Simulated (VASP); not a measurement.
Input of a VASP 6.6.1 run:

The input POSCAR:

```
Rh
1.0
    0.0000000000      1.8978500000      1.8978500000
    1.8978500000      0.0000000000      1.8978500000
    1.8978500000      1.8978500000      0.0000000000
Rh
1
Direct
    0.0000000000      0.0000000000      0.0000000000
```

The input INCAR.step1:

```
SYSTEM = Rh
ALGO     = Normal         ! electronic algorithm
EDIFF    = 1E-4           ! SCF threshold, eV
ENCUT    = 520            ! plane-wave cutoff, eV
GGA      = PE             ! functional
GGA_COMPAT= .FALSE.      
ISMEAR   = -1             ! smearing method
LASPH    = .TRUE.         ! aspherical terms in the spheres
LCHARG   = .FALSE.        ! write CHGCAR
LMAXMIX  = 4              ! l up to which the mixer works
LNONCOLLINEAR= .TRUE.         ! non-collinear magnetism
LREAL    = .FALSE.        ! projectors in reciprocal space
LSORBIT  = .TRUE.         ! spin-orbit coupling
LWAVE    = .TRUE.         ! write WAVECAR
MAGMOM   = 0 0 0          ! initial moments
NBANDS   = 26             ! bands
NELM     = 150            ! most SCF steps
PREC     = Accurate       ! precision mode
SIGMA    = 0.05           ! smearing width, eV
```

INCAR.step2

```
SYSTEM = Rh
ALGO     = Normal         ! electronic algorithm
EDIFF    = 1E-6           ! SCF threshold, eV
ENCUT    = 520            ! plane-wave cutoff, eV
GGA_COMPAT= .FALSE.      
ISIF     = 2              ! what is computed and relaxed
ISMEAR   = -1             ! smearing method
ISTART   = 1            
LASPH    = .TRUE.         ! aspherical terms in the spheres
LCHARG   = .FALSE.        ! write CHGCAR
LMAXMIX  = 4              ! l up to which the mixer works
LMIXTAU  = .TRUE.       
LNONCOLLINEAR= .TRUE.         ! non-collinear magnetism
LORBIT   = 11             ! projections on sites
LORBMOM  = .TRUE.       
LREAL    = .FALSE.        ! projectors in reciprocal space
LSORBIT  = .TRUE.         ! spin-orbit coupling
LWAVE    = .FALSE.        ! write WAVECAR
MAGMOM   = 0 0 0          ! initial moments
METAGGA  = R2SCAN         ! meta-GGA
NBANDS   = 26             ! bands
NELM     = 150            ! most SCF steps
PREC     = Accurate       ! precision mode
SIGMA    = 0.05           ! smearing width, eV
```

KPOINTS

```
k-points
0
G
  9 9 9
  0 0 0
```

Potentials or basis: VASP PAW PBE potentials, release 64 (Rh_pv).

The run is started by

```sh
$ cat potpaw_PBE.64/Rh_pv/POTCAR > POTCAR
$ cp INCAR.step1 INCAR
$ mpirun -np 1 vasp_ncl > vasp.out
$ cp INCAR.step2 INCAR
$ mpirun -np 1 vasp_ncl > vasp.out
```

Predict the net moment.

0.00 μB per cell.

Estimate the pressure.

2.7 GPa.

Moments on the atoms (μB; x, y, z):
```
Rh  0.00 0.00 0.00
```

Caveat: the PAW data sets were made with another functional, which shifts forces and pressure a little.
